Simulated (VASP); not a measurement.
Input of a VASP 6.6.1 run:

File INCAR:

```
SYSTEM = Cr
PREC = Accurate
ENCUT = 520
EDIFF = 1E-6
ISMEAR = 0
SIGMA = 0.1
LREAL = .False.
LASPH = .True.
NELM = 60
ALGO = Fast
ISIF = 2
LWAVE = .False.
LCHARG = .False.
GGA = PS
NBANDS = 19
```

KPOINTS

```
regular mesh
0
Gamma
  8 8 8
  0 0 0
```

POSCAR

```
Cr
1.0
   -2.2179911036      2.2179911036      1.2064254753
    2.2179911036     -2.2179911036      1.2064254753
    2.2179911036      2.2179911036     -1.2064254753
Cr
2
Direct
    0.0000000000      0.0000000000      0.0000000000
    0.7500000000      0.2500000000      0.5000000000
```

Potentials or basis: VASP PAW PBE potentials, release 64 (Cr_pv).

Launch:

```sh
$ cat potpaw_PBE.64/Cr_pv/POTCAR > POTCAR
$ mpirun -np 1 vasp_std > vasp.out
```

(1) Estimate the pressure.

(2) What does it give for the band gap on the k mesh?

## Answers

(1) -0.3 GPa.

(2) zero (bands 12 and 13 overlap by 1.41 eV).

Caveat: the k points lie up to 0.37 Å⁻¹ apart, too coarse for converged energies and pressures of a metal; the PAW data sets were made with another functional, which shifts forces and pressure a little; the run has no spin polarisation, though such a crystal can be magnetic.
